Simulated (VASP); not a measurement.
The system is AlH5.

```
Al H
1.0
     0.00000    3.09811    3.09811
     3.09811    0.00000    3.09811
     3.09811    3.09811    0.00000
Al H
1 5
Direct
  0.00000 0.00000 0.00000
  0.25000 0.25000 0.25000
  0.12959 0.62347 0.62347
  0.62347 0.62347 0.62347
  0.62347 0.62347 0.12959
  0.62347 0.12959 0.62347
```

The cell was generated, and may not be a known phase.

| Quantity | Value |
| --- | --- |
| Program | VASP 6.6.1 |
| Task | relaxation of cell and atoms |
| Functional | PBE |
| Potentials or basis | VASP PAW PBE potentials, release 64 (Al, H) |
| Cutoff | 600 eV |
| k mesh | 6 × 6 × 6 |
| Occupations | gaussian, width 0.1 eV |
| Spin | no spin polarisation |

At the start: pressure -18.9 GPa; volume 9.91 Å³/atom.

Q: Where does the relaxation end?

A: Over 9 steps the energy falls by 494.2 meV/atom and the volume is 5.03 Å³/atom (-49.2 %); space group F-43m (No. 216, to 0.1 Å) before and after.

Step by step:
```
step  energy change (eV)  largest force (eV/Å)  pressure (GPa)  volume (Å³)
   1              0.0000                0.0022          -18.85        59.47
   2             -1.1502                0.0113          -19.67        49.99
   3             -2.8923                0.1158            9.29        27.68
   4             -2.9378                0.0850           -4.30        31.60
   5             -2.9583                0.1020           -0.28        30.20
   6             -2.9570                0.1052            1.20        29.74
   7             -2.9611                0.0836            0.37        29.99
   8             -2.9635                0.0466           -0.78        30.33
   9             -2.9650                0.0257           -0.39        30.20
```

Final structure:
```
Al H
1.0
     0.00000    2.47155    2.47155
     2.47155    0.00000    2.47155
     2.47155    2.47155    0.00000
Al H
1 5
Direct
  0.00000 0.00000 0.00000
  0.25000 0.25000 0.25000
  0.13831 0.62056 0.62056
  0.62056 0.62056 0.62056
  0.62056 0.62056 0.13831
  0.62056 0.13831 0.62056
```

Caveat: the volume moved by over 15 % at a fixed basis, so the end points are rough.
